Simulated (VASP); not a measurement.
Runs of VASP 6.6.1 on Ir. The structure is that of space group Fd-3m (No. 227), or close to it. The cells are those of the table. This isn't the form of Ir at room conditions, which is fcc.

```csv
task,cell,k mesh,cutoff (eV),gap on the mesh (eV),pressure (GPa),relaxed volume (Å³/atom)
relaxation of cell and atoms,"relaxed from a = 3.910 Å, angles 60.0°, 2 atoms",14 × 14 × 14,600,none,0.0,(a)
single point,"a = 3.906 Å, angles 60.0°, 2 atoms",14 × 14 × 14,520,none,0.4,-
relaxation of cell and atoms,"relaxed from a = 4.471 Å, angles 60.0°, 2 atoms",6 × 6 × 6,600,none,-0.4,21.22
single point,"a = 3.910 Å, angles 60.0°, 2 atoms",6 × 6 × 6,520,none,0.4,-
```

Alike in all rows: level r2SCAN; potentials or basis VASP PAW PBE potentials, release 64 (Ir); no spin polarisation; smearing gaussian 0.1 eV.

Question: Estimate the missing entries.

Answer: (a) 21.11.

Caveats: the PAW data sets were made with another functional, which shifts forces and pressure a little; spin-orbit coupling is left out, which moves the levels of the heavy elements; the volume moved by over 15 % at a fixed basis, so the end points are rough (at least some runs).

A k mesh can miss the band edges, and the runs leave out spin-orbit coupling on Ir.

A gap of «none» marks levels without a gap at the run's occupations.
